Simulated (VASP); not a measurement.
A run of VASP 6.6.1 is set up as follows.

Contents of INCAR:

```
SYSTEM = V
ALGO     = Normal         ! electronic algorithm
EDIFF    = 1E-7           ! SCF threshold, eV
EDIFFG   = -0.05          ! ionic threshold
ENCUT    = 500            ! plane-wave cutoff, eV
GGA      = PE             ! functional
GGA_COMPAT= .False.      
IBRION   = 2              ! ionic algorithm
ISIF     = 3              ! what is computed and relaxed
ISMEAR   = 0              ! smearing method
LASPH    = .True.         ! aspherical terms in the spheres
LCHARG   = .False.        ! write CHGCAR
LREAL    = .False.        ! projectors in reciprocal space
LWAVE    = .False.        ! write WAVECAR
NELM     = 120            ! most SCF steps
NELMIN   = 4            
NSW      = 80             ! ionic steps
PREC     = Accurate       ! precision mode
SIGMA    = 0.1            ! smearing width, eV
```

KPOINTS

```
k-points
0
Gamma
  8 8 8
  0 0 0
```

Contents of POSCAR:

```
V
1.0
   -1.5732343579      1.5732343579      1.5732343579
    1.5732343579     -1.5732343579      1.5732343579
    1.5732343579      1.5732343579     -1.5732343579
V
1
Direct
    0.0000000000      0.0000000000      0.0000000000
```

Potentials or basis: VASP PAW PBE potentials, release 64 (V_sv).

Run with:

```sh
$ cat potpaw_PBE.64/V_sv/POTCAR > POTCAR
$ mpirun -np 1 vasp_std > vasp.out
```

(1) Estimate the space group after relaxing (to 0.05 Å).

(2) What does it give for the relaxed volume?

(3) Predict the relaxed cell.

Results:

(1) Im-3m (No. 229).

(2) 13.40 Å³/atom.

(3) a = 2.591 Å, b = 2.591 Å, c = 2.591 Å, α = 109.47°, β = 109.47°, γ = 109.47°.
